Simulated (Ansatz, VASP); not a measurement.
## Cd2SO in VASP and in Ansatz

```
Cd S O
1.0
     3.79000    0.00000    0.00000
     0.00000    3.79000    0.00000
     0.00000    0.00000    5.36000
Cd S O
2 1 1
Cartesian
  1.8950 0.0000 3.7520
  0.0000 1.8950 1.6080
  0.0000 0.0000 0.0000
  1.8950 1.8950 2.6800
```

Alike in both runs: task relaxation of cell and atoms; functional PBE; k mesh 4 × 4 × 3; occupations gaussian, width 0.15 eV; no spin polarisation.

|  | VASP | Ansatz |
| --- | --- | --- |
| version | VASP 6.6.1 | Ansatz 0.2.0 |
| potentials or method | VASP PAW PBE potentials, release 64 (Cd_sv_GW, S, O), cutoff 600 eV | scalar-relativistic, plane waves, PAW |
| valence electrons in the cell | 52 | 52 |

VASP gave:

```
gap on the k mesh at the Fermi level, each at its own relaxed structure (eV) : none
relaxed volume (Å³/atom)                                                     : 20.76
relaxed cell length with the largest relative difference (Å)                 : 5.437
```

Task: Estimate Ansatz's values.

Result: gap on the k mesh at the Fermi level, each at its own relaxed structure (eV): none; relaxed volume (Å³/atom): 20.95; relaxed cell length with the largest relative difference (Å): 5.463.

A gap of «none» marks a metal or a gap that the smearing closes.

The k mesh is coarse, so the values compare programs but aren't converged.
